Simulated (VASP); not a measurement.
# Ge in VASP: relaxation of the atoms with PBE+D3(BJ)

Aim: the relaxation of the atoms of Ge with PBE+D3(BJ).

Program: VASP 6.6.1. These are calculated values, not measurements. Logs are shortened: lines on timing, memory, paths and dates and some standing lists are left out, and cuts for length are marked.

**1. The cell of the first run**

The cell holds a slab with vacuum, 2 atoms: a = 4.304 Å, b = 4.304 Å, c = 28.000 Å, α = 90.00°, β = 90.00°, γ = 120.00°.

**2. Relaxation of the atoms, PBE+D3(BJ) (biaxial strain +0.070)**

INCAR reads:

```
SYSTEM = Ge
ALGO = Fast ; DIPOL = 0.5 0.5 0.500
EDIFF = 1E-6 ; EDIFFG = -0.01
ENCUT = 520 ; GGA = PE
IBRION = 2 ; IDIPOL = 3
ISIF = 2 ; ISMEAR = 0
IVDW = 12 ; LASPH = .TRUE.
LCHARG = .FALSE. ; LDIPOL = .TRUE.
LREAL = .FALSE. ; LWAVE = .FALSE.
NELM = 60 ; NSW = 60
PREC = Accurate ; SIGMA = 0.1
```

KPOINTS reads:

```
k-points
0
G
  12 12 1
  0 0 0
```

POSCAR reads:

```
Ge
1.0
    4.3039456790      0.0000000000      0.0000000000
   -2.1519728395      3.7273262945      0.0000000000
    0.0000000000      0.0000000000     28.0000000000
Ge
2
Direct
    0.3333333333      0.6666666667      0.5122141777
    0.6666666667      0.3333333333      0.4877858223
```

Potentials or basis: VASP PAW PBE potentials, release 64 (Ge_d).

On the command line:

```
cat potpaw_PBE.64/Ge_d/POTCAR > POTCAR
mpirun -np 1 vasp_std > vasp.out
```

OUTCAR:

```text
SYSTEM = Ge
   EDIFF = 1E-6
   EDIFFG = -0.01
   ENCUT = 520
   GGA = PE
   IBRION = 2
   ISIF = 2
   ISMEAR = 0
   IVDW = 12
   LASPH = .TRUE.
   LREAL = .FALSE.
   NELM = 60
   NSW = 60
   PREC = Accurate
 IVDW          = 12

 ion  position               nearest neighbor table
   1  0.333  0.667  0.512-   2 2.58   2 2.58   2 2.58
   2  0.667  0.333  0.488-   1 2.58   1 2.58   1 2.58

  LATTYP: Found a hexagonal cell.
 ALAT       =     4.3039456790
 C/A-ratio  =     6.5056583164

  Lattice vectors:

 A1 = (   4.3039456790,   0.0000000000,   0.0000000000)
 A2 = (  -2.1519728395,   3.7273262945,   0.0000000000)
 A3 = (   0.0000000000,   0.0000000000,  28.0000000000)

Analysis of symmetry for initial positions (statically):
=====================================================================
 Subroutine PRICEL returns:
 Original cell was already a primitive cell.

 Routine SETGRP: Setting up the symmetry group for a
 hexagonal supercell.

 Subroutine GETGRP returns: Found 12 space group operations
 (whereof 12 operations were pure point group operations)
 out of a pool of 24 trial point group operations.

The static configuration has the point symmetry D_3d.

Analysis of symmetry for dynamics (positions and initial velocities):
=====================================================================
 Subroutine PRICEL returns:
 Original cell was already a primitive cell.

 Routine SETGRP: Setting up the symmetry group for a
 hexagonal supercell.

 Subroutine GETGRP returns: Found 12 space group operations
 (whereof 12 operations were pure point group operations)
 out of a pool of 24 trial point group operations.

The dynamic configuration has the point symmetry D_3d.

 Subroutine INISYM returns: Found 12 space group operations
 (whereof 12 operations are pure point group operations),
 and found     1 'primitive' translations

----------------------------------------------------------------------------------------

                                     Primitive cell

  volume of cell :     449.1819

  direct lattice vectors                    reciprocal lattice vectors
     4.303945679  0.000000000  0.000000000     0.232344940  0.134144414  0.000000000
    -2.151972839  3.727326295  0.000000000     0.000000000  0.268288827  0.000000000
     0.000000000  0.000000000 28.000000000     0.000000000  0.000000000  0.035714286

  length of vectors
     4.303945679  4.303945679 28.000000000     0.268288827  0.268288827  0.035714286

  position of ions in fractional coordinates (direct lattice)
     0.333333333  0.666666667  0.512214178
     0.666666667  0.333333333  0.487785822

  ion indices of the primitive-cell ions
   primitive index   ion index
                 1           1
                 2           2

----------------------------------------------------------------------------------------

 KPOINTS: k-points

Automatic generation of k-mesh.
 Grid dimensions read from file:
 generate k-points for:   12   12    1

 Generating k-lattice:

  Cartesian coordinates                     Fractional coordinates (reciprocal lattice)
     0.019362078  0.011178701  0.000000000     0.083333333 -0.000000000  0.000000000
     0.000000000  0.022357402  0.000000000     0.000000000  0.083333333  0.000000000
     0.000000000  0.000000000  0.035714286     0.000000000  0.000000000  1.000000000

  Length of vectors
     0.022357402  0.022357402  0.035714286

  Shift w.r.t. Gamma in fractional coordinates (k-lattice)
     0.000000000  0.000000000  0.000000000

 Subroutine IBZKPT returns following result:
 ===========================================

 Found     19 irreducible k-points:

 Following reciprocal coordinates:
            Coordinates               Weight
  0.000000  0.000000  0.000000      1.000000
  0.083333 -0.000000  0.000000      6.000000
  0.166667 -0.000000  0.000000      6.000000
  0.250000 -0.000000  0.000000      6.000000
  0.333333  0.000000  0.000000      6.000000
  0.416667 -0.000000  0.000000      6.000000
[... 11 lines left out ...]
  0.333333  0.250000  0.000000     12.000000
  0.333333  0.333333  0.000000      2.000000
   k-points           NKPTS =     19   k-points in BZ     NKDIM =     19   number of bands    NBANDS=     18
   number of dos      NEDOS =    301   number of ions     NIONS =      2
   total plane-waves  NPLWV = 215040
   dimension x,y,z NGX =    32 NGY =   32 NGZ =  210
   dimension x,y,z NGXF=    64 NGYF=   64 NGZF=  420
   ions per type =               2
   NGX,Y,Z   is equivalent  to a cutoff of  12.36, 12.36, 12.47 a.u.
   NGXF,Y,Z  is equivalent  to a cutoff of  24.72, 24.72, 24.94 a.u.
 SYSTEM =  Ge
   PREC   = accura    normal or accurate (medium, high low for compatibility)
   ISTART =      0    job   : 0-new  1-cont  2-samecut
   ICHARG =      2    charge: 1-file 2-atom 10-const
   ISPIN  =      1    spin polarized calculation?
   LNONCOLLINEAR =      F non collinear calculations
   LSORBIT =      F    spin-orbit coupling
   LASPH  =      T    aspherical Exc in radial PAW
   ENCUT  =  520.0 eV  38.22 Ry    6.18 a.u.   8.00  8.00 52.06*2*pi/ulx,y,z
   NELM   =     60;   NELMIN=  2; NELMDL= -5     # of ELM steps
   EDIFF  = 0.1E-05   stopping-criterion for ELM
   LREAL  =      F    real-space projection
   EDIFFG = -.1E-01   stopping-criterion for IOM
   NSW    =     60    number of steps for IOM
   IBRION =      2    ionic relax: 0-MD 1-quasi-New 2-CG
   NFREE  =      1    steps in history (QN), initial steepest desc. (CG)
   ISIF   =      2    stress and relaxation
   ISYM   =      2    0-nonsym 1-usesym 2-fastsym
   POTIM  = 0.5000    time-step for ionic-motion
   TEBEG  =    0.0;   TEEND  =   0.0 temperature during run
   PSTRESS=    0.0 pullay stress
   NELECT =      28.0000    total number of electrons
   NUPDOWN=      -1.0000    fix difference up-down
   EMIN   =  10.00;   EMAX   =-10.00  energy-range for DOS
   EFERMI =   0.00;   METHOD = LEGACY
   ISMEAR =     0;   SIGMA  =   0.10  broadening in eV -4-tet -1-fermi 0-gaus
   EFERMI_NEDOS =   21; number of points for ismear=-14 and -15
   IALGO  =     68    algorithm
   IMIX   =      4    mixing-type and parameters
     AMIX     =   0.40;   BMIX     =  1.00
     AMIX_MAG =   1.60;   BMIX_MAG =  1.00
  volume/ion in A,a.u.               =     224.59      1515.61
  Fermi-wavevector in a.u.,A,eV,Ry     =   0.649113  1.226645  5.732778  0.421347
  Thomas-Fermi vector in A             =   1.717964
   LORBIT       =      0    0 simple, 1 ext, 2 COOP (PROOUT), +10 PAW based schemes
   GGA     = PE    functional components
   LHFCALC =     F    Hartree Fock is set to
   AEXX    =    0.0000 exact exchange contribution
   IVDW    =    12    specifies the selected vdW correction
   LEPSILON=     F    determine dielectric tensor
   LRPA    =     F    only Hartree local field effects (RPA)
 conjugate gradient relaxation of ions
 non-spin polarized calculation
 RMM-DIIS sequential band-by-band and
 Gauss-broadening in eV      SIGMA  =   0.10
  energy-cutoff  :      520.00
  volume of cell :      449.18
 maximum number of plane-waves:     12129
   NGX = 17   NGY = 17   NGZ =105

--------------------------------------- Ionic step        1  -------------------------------------------

 number of electron      27.9999993 magnetization

 Free energy of the ion-electron system (eV)
  ---------------------------------------------------
  ext. energy  EPLUGINS =         0.00000000
  ---------------------------------------------------
  free energy    TOTEN  =        -7.88549723 eV

  energy without entropy =       -7.88424888  energy(sigma->0) =       -7.88487305

------------------------ aborting loop because EDIFF is reached ----------------------------------------

 Edisp (eV)   -0.27051

 E8    (eV) :    -0.1289

  FORCE on cell =-STRESS in cart. coord.  units (eV):
  Direction    XX          YY          ZZ          XY          YZ          ZX
  --------------------------------------------------------------------------------------
  -------------------------------------------------------------------------------------
  Total      -3.04885    -3.04885    -0.16565     0.00000    -0.00000     0.00000
  in kB     -10.87487   -10.87487    -0.59084     0.00000    -0.00000     0.00000
  external pressure =       -7.45 kB  Pullay stress =        0.00 kB
[... 57 lines left out ...]
  FREE ENERGIE OF THE ION-ELECTRON SYSTEM (eV)
  ---------------------------------------------------
  free  energy   TOTEN  =        -8.1596576960 eV

  energy  without entropy=       -8.1584093510  energy(sigma->0) =       -8.15903352

 dipolmoment           0.000000      0.000000      0.000000 electrons x Angstroem

--------------------------------------- Ionic step        3  -------------------------------------------

 number of electron      28.0000004 magnetization

------------------------ aborting loop because EDIFF is reached ----------------------------------------

 Edisp (eV)   -0.26953

 E8    (eV) :    -0.1284
[... 29 lines left out ...]
  energy  without entropy=       -8.1611275969  energy(sigma->0) =       -8.16175184

--------------------------------------- Ionic step        4  -------------------------------------------

 number of electron      28.0000005 magnetization

 dipolmoment           0.000000      0.000000     -0.000000 electrons x Angstroem

 Free energy of the ion-electron system (eV)
  ---------------------------------------------------
  ext. energy  EPLUGINS =         0.00000000
  ---------------------------------------------------
  free energy    TOTEN  =        -7.89295832 eV

  energy without entropy =       -7.89170965  energy(sigma->0) =       -7.89233399

 E-fermi :  -3.5613     XC(G=0):  -1.5649

 val. band max:       -3.9640151908   @ k =   0.3333   0.2500   0.0000
 cond. band min:      -3.5136146285   @ k =   0.3333   0.3333   0.0000
 fundamental gap:      0.4504005624
 Fermi energy:        -3.5613130744

 k-point     1 :       0.0000    0.0000    0.0000
  band No.  band energies     occupation
      1     -28.1744      2.00000
      2     -28.1744      2.00000
      3     -28.1744      2.00000
      4     -28.1552      2.00000
      5     -28.1552      2.00000
      6     -28.1084      2.00000
[... 10 lines left out ...]
     17      -0.2134      0.00000
     18      -0.2133      0.00000
[... 363 lines left out ...]
      4     -28.1392      2.00000
      5     -28.0920      2.00000
      6     -28.0920      2.00000
[... 10 lines left out ...]
     17       1.2966      0.00000
     18       1.2970      0.00000

------------------------ aborting loop because EDIFF is reached ----------------------------------------

 vacuum level on the upper side and lower side of the slab       (xc-potential included)        -0.081        -0.081

 Edisp (eV)   -0.26947

 E8    (eV) :    -0.1284

  FORCE on cell =-STRESS in cart. coord.  units (eV):
  Direction    XX          YY          ZZ          XY          YZ          ZX
  --------------------------------------------------------------------------------------
  -------------------------------------------------------------------------------------
  Total      -3.04816    -3.04816    -0.02378     0.00000     0.00000     0.00000
  in kB     -10.87242   -10.87242    -0.08480     0.00000     0.00000     0.00000
  external pressure =       -7.28 kB  Pullay stress =        0.00 kB
[... 17 lines left out ...]
  FREE ENERGIE OF THE ION-ELECTRON SYSTEM (eV)
  ---------------------------------------------------
  free  energy   TOTEN  =        -8.1624250353 eV

  energy  without entropy=       -8.1611763706  energy(sigma->0) =       -8.16180070

 reached required accuracy - stopping structural energy minimisation

 vacuum level on the upper side and lower side of the slab         0.871         0.871
```

Run time: 7.1 min. Hardware: 1 thread of Oxide Virtual Turin-like, shared host; peak memory 0.53 GiB.

What came out:

```
Free energy                : -8.1624 eV
Energy gained by relaxing  : 3.2 meV/atom
Ionic steps                : 4
Band gap on the k mesh     : zero (bands 14 and 15 overlap by 0.65 eV)
Dispersion energy per atom : -0.135 eV
```

Forces on the atoms (eV/Å):
```
Ge   0.000  0.000  0.003
Ge   0.000  0.000 -0.003
```

The path:
```csv
step,energy change (eV),largest force (eV/Å),pressure (GPa)
1,0.0000,0.2146,-0.74
2,-0.0036,0.1372,-0.72
3,-0.0064,0.0155,-0.73
4,-0.0064,0.0028,-0.73
```

Final structure:
```yaml
crystal:
  lattice:
    - [4.30395, 0.00000, 0.00000]
    - [-2.15197, 3.72733, 0.00000]
    - [0.00000, 0.00000, 28.00000]
  atoms:
    - { symbol: Ge, position: [0.33333, 0.66667, 0.51116] }
    - { symbol: Ge, position: [0.66667, 0.33333, 0.48884] }
```

Caveat: the cell differs from its parent crystal (biaxial strain +0.070).
